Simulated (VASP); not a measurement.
# In7O (F-43m) in VASP: relaxation of cell and atoms with PBE

Aim: the relaxation of cell and atoms of In7O with PBE.

All numbers are computed with VASP 6.6.1; they aren't measurements. Logs are shortened: lines on timing, memory, paths and dates and some standing lists are left out, and cuts for length are marked.

**1. The cell of the first run**

The structure is cubic, space group F-43m (No. 216). The conventional cell has a = 9.721 Å, b = 9.721 Å, c = 9.721 Å, α = 90.00°, β = 90.00°, γ = 90.00°. In (site symmetry 2mm) has 1 O at 2.46 Å within 3.2 Å. Within 4.5 Å of In (site symmetry -43m) lie 12 In at 3.44 Å and 4 O at 4.21 Å. O (site symmetry -43m) has 6 In at 2.46 Å within 3.2 Å.

The cell was generated, and may not be a known phase.

**2. Relaxation of cell and atoms, PBE**

File INCAR:

```
PREC = Accurate ; ENCUT = 600
EDIFF = 1E-7 ; ISMEAR = 0
SIGMA = 0.1 ; LREAL = False
LASPH = True ; NELM = 120
ALGO = Normal ; ISIF = 3
LWAVE = False ; LCHARG = False
GGA = PE ; IBRION = 2
NSW = 100 ; EDIFFG = -0.01
GGA_COMPAT = False ; NELMIN = 4
```

File KPOINTS:

```
regular mesh
0
Gamma
  6 6 6
```

File POSCAR:

```
In7O
1.0
    0.0000000000      4.8602751816      4.8602751816
    4.8602751816      0.0000000000      4.8602751816
    4.8602751816      4.8602751816      0.0000000000
In O
7 1
Direct
    0.2528457122      0.7471542878      0.7471542878
    0.7471542878      0.2528457122      0.2528457122
    0.7471542878      0.7471542878      0.2528457122
    0.2528457122      0.2528457122      0.7471542878
    0.2528457122      0.7471542878      0.2528457122
    0.7471542878      0.2528457122      0.7471542878
    0.7500000000      0.7500000000      0.7500000000
    0.0000000000      0.0000000000      0.0000000000
```

Potentials or basis: VASP PAW PBE potentials, release 64 (In_d, O).

Launch:

```console
$ cat potpaw_PBE.64/In_d/POTCAR potpaw_PBE.64/O/POTCAR > POTCAR
$ mpirun -np 1 vasp_std > vasp.out
```

OUTCAR:

```text
PREC = Accurate
   ENCUT = 600
   EDIFF = 1E-7
   ISMEAR = 0
   LREAL = False
   LASPH = True
   NELM = 120
   ISIF = 3
   GGA = PE
   IBRION = 2
   NSW = 100
   EDIFFG = -0.01
   NELMIN = 4

 ion  position               nearest neighbor table
   1  0.253  0.747  0.747-   8 2.46   4 3.40   5 3.40   6 3.40   3 3.40   7 3.44   7 3.44   5 3.48
                             6 3.48   3 3.48   4 3.48
   2  0.747  0.253  0.253-   8 2.46   4 3.40   5 3.40   6 3.40   3 3.40   7 3.44   7 3.44   6 3.48
                             5 3.48   3 3.48   4 3.48
   3  0.747  0.747  0.253-   8 2.46   2 3.40   5 3.40   6 3.40   1 3.40   7 3.44   7 3.44   6 3.48
                             5 3.48   1 3.48   2 3.48
   4  0.253  0.253  0.747-   8 2.46   2 3.40   5 3.40   6 3.40   1 3.40   7 3.44   7 3.44   5 3.48
                             2 3.48   6 3.48   1 3.48
   5  0.253  0.747  0.253-   8 2.46   2 3.40   3 3.40   4 3.40   1 3.40   7 3.44   7 3.44   4 3.48
                             2 3.48   3 3.48   1 3.48
   6  0.747  0.253  0.747-   8 2.46   2 3.40   3 3.40   4 3.40   1 3.40   7 3.44   7 3.44   1 3.48
                             2 3.48   3 3.48   4 3.48
   7  0.750  0.750  0.750-   4 3.44   4 3.44   3 3.44   3 3.44   1 3.44   6 3.44   2 3.44   5 3.44
                             5 3.44   1 3.44   2 3.44   6 3.44
   8  0.000  0.000  0.000-   1 2.46   2 2.46   3 2.46   4 2.46   5 2.46   6 2.46

  LATTYP: Found a face centered cubic cell.
 ALAT       =     9.7205503632

  Lattice vectors:

 A1 = (   0.0000000000,   4.8602751816,   4.8602751816)
 A2 = (   4.8602751816,   0.0000000000,   4.8602751816)
 A3 = (   4.8602751816,   4.8602751816,   0.0000000000)

Analysis of symmetry for initial positions (statically):
=====================================================================
 Subroutine PRICEL returns:
 Original cell was already a primitive cell.

 Routine SETGRP: Setting up the symmetry group for a
 face centered cubic supercell.

 Subroutine GETGRP returns: Found 24 space group operations
 (whereof 24 operations were pure point group operations)
 out of a pool of 48 trial point group operations.

The static configuration has the point symmetry T_d .

Analysis of symmetry for dynamics (positions and initial velocities):
=====================================================================
 Subroutine PRICEL returns:
 Original cell was already a primitive cell.

 Routine SETGRP: Setting up the symmetry group for a
 face centered cubic supercell.

 Subroutine GETGRP returns: Found 24 space group operations
 (whereof 24 operations were pure point group operations)
 out of a pool of 48 trial point group operations.

The dynamic configuration has the point symmetry T_d .

 Subroutine INISYM returns: Found 24 space group operations
 (whereof 24 operations are pure point group operations),
 and found     1 'primitive' translations

----------------------------------------------------------------------------------------

                                     Primitive cell

  volume of cell :     229.6215

  direct lattice vectors                    reciprocal lattice vectors
     0.000000000  4.860275182  4.860275182    -0.102874833  0.102874833  0.102874833
     4.860275182  0.000000000  4.860275182     0.102874833 -0.102874833  0.102874833
     4.860275182  4.860275182  0.000000000     0.102874833  0.102874833 -0.102874833

  length of vectors
     6.873467079  6.873467079  6.873467079     0.178184438  0.178184438  0.178184438

  position of ions in fractional coordinates (direct lattice)
     0.252845712  0.747154288  0.747154288
     0.747154288  0.252845712  0.252845712
     0.747154288  0.747154288  0.252845712
     0.252845712  0.252845712  0.747154288
     0.252845712  0.747154288  0.252845712
     0.747154288  0.252845712  0.747154288
     0.750000000  0.750000000  0.750000000
     0.000000000  0.000000000  0.000000000

  ion indices of the primitive-cell ions
   primitive index   ion index
                 1           1
                 2           2
                 3           3
                 4           4
                 5           5
                 6           6
                 7           7
                 8           8

----------------------------------------------------------------------------------------

 KPOINTS: regular mesh

Automatic generation of k-mesh.
 Grid dimensions read from file:
 generate k-points for:    6    6    6

 Generating k-lattice:

  Cartesian coordinates                     Fractional coordinates (reciprocal lattice)
    -0.017145806  0.017145806  0.017145806     0.166666667  0.000000000  0.000000000
     0.017145806 -0.017145806  0.017145806     0.000000000  0.166666667  0.000000000
     0.017145806  0.017145806 -0.017145806     0.000000000  0.000000000  0.166666667

  Length of vectors
     0.029697406  0.029697406  0.029697406

  Shift w.r.t. Gamma in fractional coordinates (k-lattice)
     0.000000000  0.000000000  0.000000000

 Subroutine IBZKPT returns following result:
 ===========================================

 Found     16 irreducible k-points:

 Following reciprocal coordinates:
            Coordinates               Weight
  0.000000  0.000000  0.000000      1.000000
  0.166667  0.000000  0.000000      8.000000
  0.333333  0.000000  0.000000      8.000000
  0.500000  0.000000  0.000000      4.000000
  0.166667  0.166667  0.000000      6.000000
  0.333333  0.166667  0.000000     24.000000
[... 8 lines left out ...]
 -0.333333  0.333333  0.166667     24.000000
 -0.333333  0.500000  0.166667     12.000000
   k-points           NKPTS =     16   k-points in BZ     NKDIM =     16   number of bands    NBANDS=     58
   number of dos      NEDOS =    301   number of ions     NIONS =      8
   total plane-waves  NPLWV = 175616
   dimension x,y,z NGX =    56 NGY =   56 NGZ =   56
   dimension x,y,z NGXF=   112 NGYF=  112 NGZF=  112
   ions per type =               7   1
   NGX,Y,Z   is equivalent  to a cutoff of  13.54, 13.54, 13.54 a.u.
   NGXF,Y,Z  is equivalent  to a cutoff of  27.09, 27.09, 27.09 a.u.
 SYSTEM =  unknown system
   PREC   = accura    normal or accurate (medium, high low for compatibility)
   ISTART =      0    job   : 0-new  1-cont  2-samecut
   ICHARG =      2    charge: 1-file 2-atom 10-const
   ISPIN  =      1    spin polarized calculation?
   LNONCOLLINEAR =      F non collinear calculations
   LSORBIT =      F    spin-orbit coupling
   LASPH  =      T    aspherical Exc in radial PAW
   ENCUT  =  600.0 eV  44.10 Ry    6.64 a.u.  13.73 13.73 13.73*2*pi/ulx,y,z
   NELM   =    120;   NELMIN=  4; NELMDL= -5     # of ELM steps
   EDIFF  = 0.1E-06   stopping-criterion for ELM
   LREAL  =      F    real-space projection
   EDIFFG = -.1E-01   stopping-criterion for IOM
   NSW    =    100    number of steps for IOM
   IBRION =      2    ionic relax: 0-MD 1-quasi-New 2-CG
   NFREE  =      1    steps in history (QN), initial steepest desc. (CG)
   ISIF   =      3    stress and relaxation
   ISYM   =      2    0-nonsym 1-usesym 2-fastsym
   POTIM  = 0.5000    time-step for ionic-motion
   TEBEG  =    0.0;   TEEND  =   0.0 temperature during run
   PSTRESS=    0.0 pullay stress
   NELECT =      97.0000    total number of electrons
   NUPDOWN=      -1.0000    fix difference up-down
   EMIN   =  10.00;   EMAX   =-10.00  energy-range for DOS
   EFERMI =   0.00;   METHOD = LEGACY
   ISMEAR =     0;   SIGMA  =   0.10  broadening in eV -4-tet -1-fermi 0-gaus
   EFERMI_NEDOS =   21; number of points for ismear=-14 and -15
   IALGO  =     38    algorithm
   IMIX   =      4    mixing-type and parameters
     AMIX     =   0.40;   BMIX     =  1.00
     AMIX_MAG =   1.60;   BMIX_MAG =  1.00
  volume/ion in A,a.u.               =      28.70       193.70
  Fermi-wavevector in a.u.,A,eV,Ry     =   1.228366  2.321276 20.529609  1.508884
  Thomas-Fermi vector in A             =   2.363294
   LORBIT       =      0    0 simple, 1 ext, 2 COOP (PROOUT), +10 PAW based schemes
   GGA     = PE    functional components
   LHFCALC =     F    Hartree Fock is set to
   AEXX    =    0.0000 exact exchange contribution
   IVDW    =     0    specifies the selected vdW correction
   LEPSILON=     F    determine dielectric tensor
   LRPA    =     F    only Hartree local field effects (RPA)
 conjugate gradient relaxation of ions
 non-spin polarized calculation
 Gauss-broadening in eV      SIGMA  =   0.10
  energy-cutoff  :      600.00
  volume of cell :      229.62
 maximum number of plane-waves:      7727
   NGX = 27   NGY = 27   NGZ = 27

--------------------------------------- Ionic step        1  -------------------------------------------

 number of electron      96.9999999 magnetization

 Free energy of the ion-electron system (eV)
  ---------------------------------------------------
  ext. energy  EPLUGINS =         0.00000000
  ---------------------------------------------------
  free energy    TOTEN  =       -23.80838691 eV

  energy without entropy =      -23.79307766  energy(sigma->0) =      -23.80073228

------------------------ aborting loop because EDIFF is reached ----------------------------------------

  FORCE on cell =-STRESS in cart. coord.  units (eV):
  Direction    XX          YY          ZZ          XY          YZ          ZX
  --------------------------------------------------------------------------------------
  -------------------------------------------------------------------------------------
  Total       -0.6942538     -0.6942538     -0.6942538      0.0000000     -0.0000000     -0.0000000
  in kB       -4.8441354     -4.8441354     -4.8441354      0.0000000     -0.0000000     -0.0000000
  external PRESSURE =      -4.8441354 kB  Pullay stress =       0.0000000 kB
[... 153 lines left out ...]
  energy  without entropy=      -23.8042602520  energy(sigma->0) =      -23.81262145

--------------------------------------- Ionic step        5  -------------------------------------------

 number of electron      97.0000023 magnetization

 Free energy of the ion-electron system (eV)
  ---------------------------------------------------
  ext. energy  EPLUGINS =         0.00000000
  ---------------------------------------------------
  free energy    TOTEN  =       -23.82203667 eV

  energy without entropy =      -23.80472966  energy(sigma->0) =      -23.81338316

 E-fermi :   5.7294     XC(G=0):  -9.4004

 val. band max:        5.6938486367   @ k =   0.5000   0.1667   0.0000
 cond. band min:       5.7343752632   @ k =  -0.1667   0.1667   0.0000
 fundamental gap:      0.0405266266
 Fermi energy:         5.7293542614

 k-point     1 :       0.0000    0.0000    0.0000
  band No.  band energies     occupation
      1     -12.8144      2.00000
      2      -9.0047      2.00000
      3      -9.0047      2.00000
      4      -9.0047      2.00000
      5      -8.9226      2.00000
      6      -8.9226      2.00000
[... 1000 lines left out ...]
  FREE ENERGIE OF THE ION-ELECTRON SYSTEM (eV)
  ---------------------------------------------------
  free  energy   TOTEN  =       -23.8220366663 eV

  energy  without entropy=      -23.8047296598  energy(sigma->0) =      -23.81338316

 reached required accuracy - stopping structural energy minimisation
```

It took 17 min on 1 thread of Intel Xeon 6975P-C (Granite Rapids), shared host; peak memory 0.57 GiB.

What came out:

```
Free energy                           : -23.8220 eV
Relaxed volume                        : 28.06 Å³/atom
Relaxed cell                          : a = 6.822 Å, b = 6.822 Å, c = 6.822 Å, α = 60.00°, β = 60.00°, γ = 60.00°
Space group after relaxing (to 0.1 Å) : F-43m (No. 216)
Energy gained by relaxing             : 1.7 meV/atom
Ionic steps                           : 5
Pressure after relaxing               : 0.0 GPa
Band gap on the k mesh                : zero (an odd number of electrons rules out a gap without spin polarisation)
```

The path:
```
step  energy change (eV)  largest force (eV/Å)  pressure (GPa)  volume (Å³)
   1              0.0000                0.0870           -0.48       229.62
   2             -0.0079                0.0933           -0.14       226.75
   3             -0.0097                0.0971            0.13       224.69
   4             -0.0126                0.0497            0.07       224.60
   5             -0.0136                0.0006            0.01       224.50
```

Final structure:
```cif
data_structure
_symmetry_space_group_name_H-M 'P 1'
_symmetry_Int_Tables_number 1
_cell_length_a 6.8220
_cell_length_b 6.8220
_cell_length_c 6.8220
_cell_angle_alpha 60.000
_cell_angle_beta 60.000
_cell_angle_gamma 60.000
_cell_volume 224.50
loop_
_atom_site_label
_atom_site_type_symbol
_atom_site_fract_x
_atom_site_fract_y
_atom_site_fract_z
_atom_site_occupancy
In1 In 0.25503 0.74497 0.74497 1
In2 In 0.74497 0.25503 0.25503 1
In3 In 0.74497 0.74497 0.25503 1
In4 In 0.25503 0.25503 0.74497 1
In5 In 0.25503 0.74497 0.25503 1
In6 In 0.74497 0.25503 0.74497 1
In7 In 0.75000 0.75000 0.75000 1
O1 O 0.00000 0.00000 0.00000 1
```

Caveat: spin-orbit coupling is left out, which moves the levels of the heavy elements.

The gap in the log of VASP goes by the Fermi energy; the results here count the filled bands.